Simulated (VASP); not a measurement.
# LaP (lda) (Pm-3m) in VASP: notebook

The runs below take LaP (lda) through single point, relaxation of cell and atoms, with LDA.

Everything below comes from runs of VASP 6.6.1. Logs are shortened: lines on timing, memory, paths and dates and some standing lists are left out, and cuts for length are marked.

### 1 The cell of the first run

The structure is cubic, space group Pm-3m (No. 221). The conventional cell has a = 3.365 Å, b = 3.365 Å, c = 3.365 Å, α = 90.00°, β = 90.00°, γ = 90.00°. Within 3.8 Å of La (site symmetry m-3m) lie 8 P at 2.91 Å and 6 La at 3.37 Å. P (site symmetry m-3m) has 8 La at 2.91 Å and 6 P at 3.37 Å within 3.8 Å.

### 2 Single point, LDA

File INCAR:

```
PREC     = Accurate       # precision mode
ENCUT    = 520            # plane-wave cutoff, eV
EDIFF    = 1E-7           # SCF threshold, eV
ISMEAR   = 0              # smearing method
SIGMA    = 0.1            # smearing width, eV
LREAL    = False          # projectors in reciprocal space
LASPH    = True           # aspherical terms in the spheres
NELM     = 100            # most SCF steps
ALGO     = Normal         # electronic algorithm
ISIF     = 2              # what is computed and relaxed
LWAVE    = False          # write WAVECAR
LCHARG   = False          # write CHGCAR
NBANDS   = 15             # bands
```

File KPOINTS:

```
regular mesh
0
Gamma
  12 12 12
```

File POSCAR:

```
LaP
1.0
    3.3653667811      0.0000000000      0.0000000000
    0.0000000000      3.3653667811      0.0000000000
    0.0000000000      0.0000000000      3.3653667811
La P
1 1
Direct
    0.0000000000      0.0000000000      0.0000000000
    0.5000000000      0.5000000000      0.5000000000
```

Potentials or basis: VASP PAW LDA potentials, release 64 (La, P).

Launch:

```bash
$ cat potpaw_LDA.64/La/POTCAR potpaw_LDA.64/P/POTCAR > POTCAR
$ mpirun -np 1 vasp_std > vasp.out
```

OUTCAR:

```text
PREC = Accurate
   ENCUT = 520
   EDIFF = 1E-7
   ISMEAR = 0
   LREAL = False
   LASPH = True
   NELM = 100
   ISIF = 2

 ion  position               nearest neighbor table
   1  0.000  0.000  0.000-   2 2.91   2 2.91   2 2.91   2 2.91   2 2.91   2 2.91   2 2.91   2 2.91

   2  0.500  0.500  0.500-   1 2.91   1 2.91   1 2.91   1 2.91   1 2.91   1 2.91   1 2.91   1 2.91

  LATTYP: Found a simple cubic cell.
 ALAT       =     3.3653667811

  Lattice vectors:

 A1 = (   3.3653667811,   0.0000000000,   0.0000000000)
 A2 = (   0.0000000000,   3.3653667811,   0.0000000000)
 A3 = (   0.0000000000,   0.0000000000,   3.3653667811)

Analysis of symmetry for initial positions (statically):
=====================================================================
 Subroutine PRICEL returns:
 Original cell was already a primitive cell.

 Routine SETGRP: Setting up the symmetry group for a
 simple cubic supercell.

 Subroutine GETGRP returns: Found 48 space group operations
 (whereof 48 operations were pure point group operations)
 out of a pool of 48 trial point group operations.

The static configuration has the point symmetry O_h .

Analysis of symmetry for dynamics (positions and initial velocities):
=====================================================================
 Subroutine PRICEL returns:
 Original cell was already a primitive cell.

 Routine SETGRP: Setting up the symmetry group for a
 simple cubic supercell.

 Subroutine GETGRP returns: Found 48 space group operations
 (whereof 48 operations were pure point group operations)
 out of a pool of 48 trial point group operations.

The dynamic configuration has the point symmetry O_h .

 Subroutine INISYM returns: Found 48 space group operations
 (whereof 48 operations are pure point group operations),
 and found     1 'primitive' translations

----------------------------------------------------------------------------------------

                                     Primitive cell

  volume of cell :      38.1151

  direct lattice vectors                    reciprocal lattice vectors
     3.365366781  0.000000000  0.000000000     0.297144432  0.000000000  0.000000000
     0.000000000  3.365366781  0.000000000     0.000000000  0.297144432  0.000000000
     0.000000000  0.000000000  3.365366781     0.000000000  0.000000000  0.297144432

  length of vectors
     3.365366781  3.365366781  3.365366781     0.297144432  0.297144432  0.297144432

  position of ions in fractional coordinates (direct lattice)
     0.000000000  0.000000000  0.000000000
     0.500000000  0.500000000  0.500000000

  ion indices of the primitive-cell ions
   primitive index   ion index
                 1           1
                 2           2

----------------------------------------------------------------------------------------

 KPOINTS: regular mesh

Automatic generation of k-mesh.
 Grid dimensions read from file:
 generate k-points for:   12   12   12

 Generating k-lattice:

  Cartesian coordinates                     Fractional coordinates (reciprocal lattice)
     0.024762036  0.000000000  0.000000000     0.083333333  0.000000000  0.000000000
     0.000000000  0.024762036  0.000000000     0.000000000  0.083333333  0.000000000
     0.000000000  0.000000000  0.024762036     0.000000000  0.000000000  0.083333333

  Length of vectors
     0.024762036  0.024762036  0.024762036

  Shift w.r.t. Gamma in fractional coordinates (k-lattice)
     0.000000000  0.000000000  0.000000000

 Subroutine IBZKPT returns following result:
 ===========================================

 Found     84 irreducible k-points:

 Following reciprocal coordinates:
            Coordinates               Weight
  0.000000  0.000000  0.000000      1.000000
  0.083333  0.000000  0.000000      6.000000
  0.166667  0.000000  0.000000      6.000000
  0.250000  0.000000  0.000000      6.000000
  0.333333  0.000000  0.000000      6.000000
  0.416667  0.000000  0.000000      6.000000
[... 16 lines left out ...]
  0.333333  0.333333  0.000000     12.000000
[... 51 lines left out ...]
     12      14.0397      0.00000
     13      14.0397      0.00000
     14      14.5332      0.00000
     15      15.2718      0.00000

 k-point     3 :       0.1667    0.0000    0.0000
  band No.  band energies     occupation
      1     -20.7647      2.00000
      2      -4.6440      2.00000
      3      -3.7972      2.00000
      4      -3.7972      2.00000
      5       1.1382      2.00000
      6       9.3967      2.00000
      7       9.8887      2.00000
      8      11.2280      0.02544
      9      11.2280      0.02544
     10      11.7569      0.00000
     11      13.8688      0.00000
     12      14.0227      0.00000
     13      14.0227      0.00000
     14      14.4667      0.00000
     15      15.0001      0.00000

 k-point     4 :       0.2500    0.0000    0.0000
  band No.  band energies     occupation
      1     -20.7009      2.00000
      2      -5.2720      2.00000
      3      -3.7279      2.00000
      4      -3.7279      2.00000
      5       1.7566      2.00000
      6       8.5794      2.00000
      7      10.1894      2.00000
      8      10.7930      1.99991
      9      10.7930      1.99991
     10      12.5599      0.00000
     11      13.6310      0.00000
     12      14.0177      0.00000
     13      14.0177      0.00000
     14      14.3869      0.00000
     15      14.8411      0.00000
[... 307 lines left out ...]
 k-point    22 :       0.5000    0.2500    0.0000
  band No.  band energies     occupation
      1     -20.4528      2.00000
      2      -5.9736      2.00000
      3      -4.6802      2.00000
      4      -3.4716      2.00000
      5       2.2479      2.00000
      6       7.8736      2.00000
      7       9.4017      2.00000
      8      10.5250      2.00000
      9      12.1669      0.00000
     10      13.6360      0.00000
     11      13.9556      0.00000
     12      13.9854      0.00000
     13      14.0764      0.00000
     14      14.1084      0.00000
     15      14.6506      0.00000

 k-point    23 :       0.3333    0.3333    0.0000
  band No.  band energies     occupation
      1     -20.4558      2.00000
      2      -5.4537      2.00000
      3      -5.2136      2.00000
      4      -3.4765      2.00000
      5       2.0497      2.00000
      6       8.0539      2.00000
      7       9.7471      2.00000
      8      10.8038      1.99983
      9      12.2464      0.00000
     10      13.5883      0.00000
     11      13.7206      0.00000
     12      13.7629      0.00000
     13      14.1558      0.00000
     14      14.4156      0.00000
     15      14.4971      0.00000

 k-point    24 :       0.4167    0.3333    0.0000
  band No.  band energies     occupation
      1     -20.4101      2.00000
      2      -5.6793      2.00000
      3      -5.1909      2.00000
      4      -3.4308      2.00000
      5       1.8423      2.00000
      6       8.3641      2.00000
      7       9.5779      2.00000
      8      10.8809      1.99250
      9      12.1054      0.00000
     10      13.7305      0.00000
     11      13.7635      0.00000
     12      13.9507      0.00000
     13      14.0500      0.00000
     14      14.4037      0.00000
     15      14.5764      0.00000

 [... further k-points ...]
[... 5 lines left out ...]
  --------------------------------------------------------------------------------------
  -------------------------------------------------------------------------------------
  Total        4.7439321      4.7439321      4.7439321      0.0000000      0.0000000      0.0000000
  in kB      199.4122501    199.4122501    199.4122501      0.0000000      0.0000000      0.0000000
  external PRESSURE =     199.4122501 kB  Pullay stress =       0.0000000 kB

 VOLUME and BASIS-vectors are now :
 -----------------------------------------------------------------------------
  energy-cutoff  :      520.00
  volume of cell :       38.12
      direct lattice vectors                 reciprocal lattice vectors
     3.365366781  0.000000000  0.000000000     0.297144432  0.000000000  0.000000000
     0.000000000  3.365366781  0.000000000     0.000000000  0.297144432  0.000000000
     0.000000000  0.000000000  3.365366781     0.000000000  0.000000000  0.297144432

 POSITION                                       TOTAL-FORCE (eV/Angst)
 -----------------------------------------------------------------------------------
      0.00000      0.00000      0.00000         0.000000      0.000000      0.000000
      1.68268      1.68268      1.68268         0.000000      0.000000      0.000000
 -----------------------------------------------------------------------------------
    total drift:                               -0.000000      0.000000      0.000000

  FREE ENERGIE OF THE ION-ELECTRON SYSTEM (eV)
  ---------------------------------------------------
  free  energy   TOTEN  =       -13.7091540261 eV

  energy  without entropy=      -13.7035998204  energy(sigma->0) =      -13.70637692
```

It took 2.3 min on 1 thread of AMD EPYC, shared host; peak memory 0.16 GiB.

What came out:

| Quantity | Value |
| --- | --- |
| Free energy | -13.7092 eV |
| Pressure | 19.9 GPa |
| Band gap on the k mesh | zero (band 8 reaches 11.66 eV, above the bottom of band 9 at 10.57 eV) |

Levels at points of the mesh, in eV from the Fermi level:
```
           k point  band 6  band 7  band 8  band 9  band 10  band 11
(0.00, 0.00, 0.00)   -1.43   -1.43    0.59    0.59     0.59     2.98
(0.50, 0.00, 0.00)   -4.55   -1.10   -1.10    0.07     1.68     2.84
(0.50, 0.50, 0.00)   -1.53   -1.53    0.17    0.37     2.54     2.54
(0.50, 0.50, 0.50)   -5.01   -5.01   -5.01    3.12     3.12     3.12
```

Caveat: spin-orbit coupling is left out, which moves the levels of the heavy elements.

### 3 Relaxation of cell and atoms, LDA, target pressure 20 GPa, at which the enthalpy is minimised

File INCAR:

```
ALGO = Normal
EDIFF = 1E-6
EDIFFG = -0.002
ENCUT = 600
IBRION = 2
ISIF = 3
ISMEAR = 0
LASPH = True
LCHARG = False
LREAL = False
LWAVE = False
NELM = 100
NSW = 100
PREC = Accurate
PSTRESS = 200.0
SIGMA = 0.1
```

File KPOINTS:

```
k-points
0
Gamma
  12 12 12
```

POSCAR is that of step 2.

Potentials or basis: VASP PAW LDA potentials, release 64 (La, P).

Launch:

```bash
$ cat potpaw_LDA.64/La/POTCAR potpaw_LDA.64/P/POTCAR > POTCAR
$ mpirun -np 1 vasp_std > vasp.out
```

It took 3.3 min on 1 thread of AMD EPYC, shared host; peak memory 0.17 GiB.

The run converged. Its results:

```
Free energy                                            : -13.7090 eV
Relaxed volume                                         : 19.06 Å³/atom
Relaxed cell                                           : a = 3.365 Å, b = 3.365 Å, c = 3.365 Å, α = 90.00°, β = 90.00°, γ = 90.00°
Space group after relaxing (to 0.05 Å)                 : Pm-3m (No. 221)
Energy change on relaxing (the enthalpy is what falls) : +0.3 meV/atom
Ionic steps                                            : 5
Pressure after relaxing                                : 20.0 GPa
Band gap on the k mesh                                 : zero (band 8 reaches 11.66 eV, above the bottom of band 9 at 10.57 eV)
```

The path:
| step | energy change (eV) | largest force (eV/Å) | pressure (GPa) | volume (Å³) |
| --- | --- | --- | --- | --- |
| 1 | 0.0000 | 0.0000 | 19.96 | 38.12 |
| 2 | 0.0036 | 0.0000 | 20.06 | 38.09 |
| 3 | 0.0016 | 0.0000 | 20.02 | 38.10 |
| 4 | 0.0011 | 0.0000 | 20.03 | 38.11 |
| 5 | 0.0006 | 0.0000 | 20.01 | 38.11 |

Final structure:
```cif
data_structure
_symmetry_space_group_name_H-M 'P 1'
_symmetry_Int_Tables_number 1
_cell_length_a 3.3652
_cell_length_b 3.3652
_cell_length_c 3.3652
_cell_angle_alpha 90.000
_cell_angle_beta 90.000
_cell_angle_gamma 90.000
_cell_volume 38.11
loop_
_atom_site_label
_atom_site_type_symbol
_atom_site_fract_x
_atom_site_fract_y
_atom_site_fract_z
_atom_site_occupancy
La1 La 0.00000 0.00000 0.00000 1
P1 P 0.50000 0.50000 0.50000 1
```

Levels at points of the mesh, in eV from the Fermi level:
```tsv
k point	band 4	band 5	band 6	band 7	band 8	band 9	band 10	band 11	band 12
(0.00, 0.00, 0.00)	-14.93	-10.63	-1.44	-1.44	0.59	0.59	0.59	2.98	2.98
(0.50, 0.00, 0.00)	-14.65	-7.87	-4.55	-1.10	-1.10	0.07	1.68	2.84	2.98
(0.50, 0.50, 0.00)	-14.42	-9.81	-1.53	-1.53	0.17	0.37	2.54	2.54	3.02
(0.50, 0.50, 0.50)	-16.22	-8.08	-5.01	-5.01	-5.01	3.13	3.13	3.13	3.56
```

Caveat: the cell is relaxed towards a set pressure, so the enthalpy falls and the energy may rise; spin-orbit coupling is left out, which moves the levels of the heavy elements.

### 4 Single point, LDA

This run uses another cell than the first one, of 24.06 Å³/atom, 1.262 times its volume.

File INCAR:

```
SYSTEM = LaP
PREC = Accurate
ENCUT = 500
EDIFF = 1E-6
ISMEAR = 0
SIGMA = 0.1
LREAL = .False.
LASPH = .True.
NELM = 200
ALGO = Normal
ISIF = 2
LWAVE = .False.
LCHARG = .False.
GGA = CA
NBANDS = 15
GGA_COMPAT = .False.
LMAXMIX = 6
```

File KPOINTS:

```
regular mesh
0
Gamma
  6 6 6
  0 0 0
```

File POSCAR:

```
LaP
1.0
    3.6371784700      0.0000000000      0.0000000000
    0.0000000000      3.6371784700      0.0000000000
    0.0000000000      0.0000000000      3.6371784700
La P
1 1
Direct
    0.0000000000      0.0000000000      0.0000000000
    0.5000000000      0.5000000000      0.5000000000
```

Launch:

```bash
$ cat potpaw_LDA.64/La/POTCAR potpaw_LDA.64/P/POTCAR > POTCAR
$ mpirun -np 1 vasp_std > vasp.out
```

It took 23 s on 1 thread of Intel Xeon 8259CL, shared host; peak memory 0.16 GiB.

It converged, with:

```yaml
Free_energy: -14.0441 eV
Pressure: -4.8 GPa
Band_gap_on_the_k_mesh: zero (band 8 reaches 8.53 eV, above the bottom of band 9 at 8.18 eV)
```

Levels at points of the mesh, in eV from the Fermi level:
| k point | band 4 | band 5 | band 6 | band 7 | band 8 | band 9 | band 10 | band 11 | band 12 | band 13 |
| --- | --- | --- | --- | --- | --- | --- | --- | --- | --- | --- |
| (0.00, 0.00, 0.00) | -15.66 | -9.99 | -0.79 | -0.79 | 0.25 | 0.25 | 0.25 | 2.24 | 2.24 | 2.24 |
| (0.50, 0.00, 0.00) | -15.54 | -8.32 | -4.02 | -0.82 | -0.82 | 0.28 | 1.61 | 2.10 | 2.24 | 2.24 |
| (0.50, 0.50, 0.00) | -15.43 | -9.03 | -1.68 | -1.68 | 0.10 | 0.35 | 2.18 | 2.18 | 2.38 | 2.38 |
| (0.50, 0.50, 0.50) | -16.37 | -7.95 | -3.86 | -3.86 | -3.86 | 2.27 | 2.27 | 2.27 | 2.58 | 2.58 |

Caveat: spin-orbit coupling is left out, which moves the levels of the heavy elements.

### 5 Single point, LDA

This run uses another cell than the first one, of 17.07 Å³/atom, 0.896 times its volume.

File INCAR:

```
SYSTEM = LaP
  ALGO = Normal
  EDIFF = 1E-6
  ENCUT = 500
  GGA = CA
  GGA_COMPAT = .False.
  ISIF = 2
  ISMEAR = 0
  LASPH = .True.
  LCHARG = .False.
  LMAXMIX = 6
  LREAL = .False.
  LWAVE = .False.
  NBANDS = 15
  NELM = 200
  PREC = Accurate
  SIGMA = 0.1
```

File KPOINTS:

```
k-points
0
Gamma
  12 12 12
  0 0 0
```

File POSCAR:

```
LaP
1.0
    3.2440793386      0.0000000000      0.0000000000
    0.0000000000      3.2440793386      0.0000000000
    0.0000000000      0.0000000000      3.2440793386
La P
1 1
Direct
    0.0000000000      0.0000000000      0.0000000000
    0.5000000000      0.5000000000      0.5000000000
```

Launch:

```bash
$ cat potpaw_LDA.64/La/POTCAR potpaw_LDA.64/P/POTCAR > POTCAR
$ mpirun -np 1 vasp_std > vasp.out
```

Wall time 40 s (1 thread of Intel Xeon 8259CL, shared host); peak memory 0.17 GiB.

Results (log left out):

| Property | Result |
| --- | --- |
| Free energy | -12.9842 eV |
| Pressure | 39.9 GPa |
| Band gap on the k mesh | zero (band 8 reaches 13.42 eV, above the bottom of band 9 at 11.83 eV) |

Levels at points of the mesh, in eV from the Fermi level:
| k point | band 6 | band 7 | band 8 | band 9 | band 10 | band 11 |
| --- | --- | --- | --- | --- | --- | --- |
| (0.00, 0.00, 0.00) | -1.82 | -1.82 | 0.84 | 0.84 | 0.84 | 3.31 |
| (0.50, 0.00, 0.00) | -4.75 | -1.27 | -1.27 | -0.06 | 1.57 | 3.21 |
| (0.50, 0.50, 0.00) | -1.38 | -1.38 | 0.24 | 0.35 | 2.57 | 2.57 |
| (0.50, 0.50, 0.50) | -5.64 | -5.64 | -5.64 | 3.55 | 3.55 | 3.55 |

Caveat: spin-orbit coupling is left out, which moves the levels of the heavy elements.

### 6 Single point, LDA

This run uses another cell than the first one, of 17.95 Å³/atom, 0.942 times its volume.

File INCAR:

```
SYSTEM = LaP
PREC = Accurate
ENCUT = 500
EDIFF = 1E-6
ISMEAR = 0
SIGMA = 0.1
LREAL = .False.
LASPH = .True.
NELM = 200
ALGO = Normal
ISIF = 2
LWAVE = .False.
LCHARG = .False.
NBANDS = 15
GGA_COMPAT = .False.
LMAXMIX = 6
```

File KPOINTS:

```
regular mesh
0
Gamma
  12 12 12
  0 0 0
```

File POSCAR:

```
LaP
1.0
    3.2991587388      0.0000000000      0.0000000000
    0.0000000000      3.2991587388      0.0000000000
    0.0000000000      0.0000000000      3.2991587388
La P
1 1
Direct
    0.0000000000      0.0000000000      0.0000000000
    0.5000000000      0.5000000000      0.5000000000
```

Potentials or basis: VASP PAW LDA potentials, release 64 (La, P).

Launch:

```bash
$ cat potpaw_LDA.64/La/POTCAR potpaw_LDA.64/P/POTCAR > POTCAR
$ mpirun -np 1 vasp_std > vasp.out
```

Run time: 42 s. Hardware: 1 thread of Intel Xeon 8259CL, shared host; peak memory 0.17 GiB.

The run converged. Its results:

* Free energy: -13.3680 eV
* Pressure: 29.9 GPa
* Band gap on the k mesh: zero (band 8 reaches 12.59 eV, above the bottom of band 9 at 11.24 eV)

Levels at points of the mesh, in eV from the Fermi level:
```
           k point  band 4  band 5  band 6  band 7  band 8  band 9  band 10  band 11  band 12  band 13
(0.00, 0.00, 0.00)  -14.76  -10.77   -1.64   -1.64    0.72    0.72     0.72     3.16     3.16     3.16
(0.50, 0.00, 0.00)  -14.42   -7.68   -4.67   -1.19   -1.19    0.00     1.63     3.03     3.17     3.17
(0.50, 0.50, 0.00)  -14.14  -10.06   -1.46   -1.46    0.20    0.36     2.56     2.56     3.25     3.25
(0.50, 0.50, 0.50)  -16.23   -8.13   -5.34   -5.34   -5.34    3.35     3.35     3.35     3.82     3.82
```

Caveat: spin-orbit coupling is left out, which moves the levels of the heavy elements.

### 7 Summary

| task | cell | k mesh | cutoff (eV) | gap on the mesh (eV) | pressure (GPa) |
| --- | --- | --- | --- | --- | --- |
| single point | a = 3.365 Å, 2 atoms | 12 × 12 × 12 | 520 | none | 19.9 |
| relaxation of cell and atoms | relaxed to 20 GPa from a = 3.365 Å, 2 atoms | 12 × 12 × 12 | 600 | none | 20.0 |
| single point | a = 3.637 Å, 2 atoms | 6 × 6 × 6 | 500 | none | -4.8 |
| single point | a = 3.244 Å, 2 atoms | 12 × 12 × 12 | 500 | none | 39.9 |
| single point | a = 3.299 Å, 2 atoms | 12 × 12 × 12 | 500 | none | 29.9 |

Alike in all rows: level LDA; potentials or basis VASP PAW LDA potentials, release 64 (La, P); no spin polarisation; smearing gaussian 0.1 eV.

Caveats: spin-orbit coupling is left out, which moves the levels of the heavy elements; the cell is relaxed towards a set pressure, so the enthalpy falls and the energy may rise (some runs).

Total energies depend on the potentials used, so only differences within one code and one set of settings carry meaning.
